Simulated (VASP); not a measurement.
Here is a VASP 6.6.1 calculation.

Contents of POSCAR:

```
Ga
1.0
   -1.4040000000      1.4040000000      2.1955650000
    1.4040000000     -1.4040000000      2.1955650000
    1.4040000000      1.4040000000     -2.1955650000
Ga
1
Direct
    0.0000000000      0.0000000000      0.0000000000
```

INCAR.step1

```
SYSTEM = Ga
PREC     = Accurate       ! precision mode
ENCUT    = 520            ! plane-wave cutoff, eV
ISMEAR   = 0              ! smearing method
SIGMA    = 0.15           ! smearing width, eV
LREAL    = .FALSE.        ! projectors in reciprocal space
LASPH    = .TRUE.         ! aspherical terms in the spheres
NELM     = 100            ! most SCF steps
NBANDS   = 12             ! bands
GGA      = PE             ! functional
ALGO     = Normal         ! electronic algorithm
EDIFF    = 1E-4           ! SCF threshold, eV
LWAVE    = .TRUE.         ! write WAVECAR
LCHARG   = .FALSE.        ! write CHGCAR
```

INCAR.step2

```
SYSTEM = Ga
PREC     = Accurate       ! precision mode
ENCUT    = 520            ! plane-wave cutoff, eV
EDIFF    = 1E-6           ! SCF threshold, eV
ISMEAR   = 0              ! smearing method
SIGMA    = 0.15           ! smearing width, eV
LREAL    = .FALSE.        ! projectors in reciprocal space
LASPH    = .TRUE.         ! aspherical terms in the spheres
NELM     = 100            ! most SCF steps
ALGO     = Normal         ! electronic algorithm
ISIF     = 2              ! what is computed and relaxed
LWAVE    = .FALSE.        ! write WAVECAR
LCHARG   = .FALSE.        ! write CHGCAR
METAGGA  = R2SCAN         ! meta-GGA
LMIXTAU  = .TRUE.       
NBANDS   = 12             ! bands
ISTART   = 1
```

Contents of KPOINTS:

```
regular mesh
0
G
  24 24 24
  0 0 0
```

Potentials or basis: VASP PAW PBE potentials, release 64 (Ga_d).

Launch:

```console
$ cat potpaw_PBE.64/Ga_d/POTCAR > POTCAR
$ cp INCAR.step1 INCAR
$ mpirun -np 1 vasp_std > vasp.out
$ cp INCAR.step2 INCAR
$ mpirun -np 1 vasp_std > vasp.out
```

Problem. Predict the pressure.

Solution. 1.9 GPa.

Problem. Predict the band gap on the k mesh.

Solution. Zero (an odd number of electrons rules out a gap without spin polarisation).

Stress tensor (GPa, compression positive):
```
1.85 0.00 0.00
0.00 1.85 0.00
0.00 0.00 1.99
```

Caveat: the cell differs from its parent crystal (strain +0.000 along x and y, -0.015 along z); the PAW data sets were made with another functional, which shifts forces and pressure a little.
